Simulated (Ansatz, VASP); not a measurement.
## One calculation of AlNi, two programs

Contents of INCAR:

```
SYSTEM = AlNi
PREC     = Accurate       ! precision mode
ENCUT    = 520            ! plane-wave cutoff, eV
EDIFF    = 1E-6           ! SCF threshold, eV
ISMEAR   = 0              ! smearing method
SIGMA    = 0.15           ! smearing width, eV
LREAL    = .FALSE.        ! projectors in reciprocal space
LASPH    = .TRUE.         ! aspherical terms in the spheres
NELM     = 100            ! most SCF steps
ALGO     = Fast           ! electronic algorithm
ISIF     = 2              ! what is computed and relaxed
LWAVE    = .FALSE.        ! write WAVECAR
LCHARG   = .FALSE.        ! write CHGCAR
GGA      = PE             ! functional
NBANDS   = 14             ! bands
```

KPOINTS

```
regular mesh
0
G
  20 20 20
  0 0 0
```

File POSCAR:

```
AlNi
1.0
    2.0428098070     -2.2726259102      0.0000000000
    2.0428098070      2.2726259102      0.0000000000
    0.0000000000      0.0000000000      2.9011416498
Al Ni
1 1
Direct
    0.0000000000      0.0000000000      0.0000000000
    0.5000000000      0.5000000000      0.5000000000
```

Input for Ansatz:

```yaml
crystal:
  lattice:
    - [2.042809807, -2.2726259102, 0.0]
    - [2.042809807, 2.2726259102, 0.0]
    - [0.0, 0.0, 2.9011416498]
  atoms:
    - { symbol: Al, position: [0.0, 0.0, 0.0] }
    - { symbol: Ni, position: [0.5, 0.5, 0.5] }
basis:
  ecutwfc: 420
kpoints:
  mp_grid: { grid: [20, 20, 20] }
hamiltonian:
  xc: pbe
scf:
  occupations: { method: gaussian, width: 0.15 }
output:
  forces: true
  stress: true
  eigenvalues: true
```

Change from the starting cell: strain +0.1125 x Voigt [0, 1, 0, 0, 0, 0], atoms carried along.

Alike in both runs: task single point; functional PBE; k mesh 20 × 20 × 20; occupations gaussian, width 0.15 eV; no spin polarisation.

|  | VASP | Ansatz |
| --- | --- | --- |
| version | VASP 6.6.1 | Ansatz 0.2.0 |
| potentials or method | VASP PAW PBE potentials, release 64 (Al, Ni), cutoff 520 eV | scalar-relativistic, plane waves, PAW |
| valence electrons in the cell | 13 | 21 |

Ansatz gave:

| Property | Result |
| --- | --- |
| gap on the k mesh at the Fermi level (eV) | none |
| pressure (GPa) | -11.9 |
| traceless stress, the component that is largest in VASP (GPa) | -9.25 |

Task: Which values does VASP return?

Result: gap on the k mesh at the Fermi level (eV): none; pressure (GPa): -12.0; traceless stress, the component that is largest in VASP (GPa): -9.27.

A gap of «none» marks a metal or a gap that the smearing closes. VASP's potentials hold 13 valence electrons a cell and Ansatz's 21, so a difference there can come from the potentials and not from the codes.
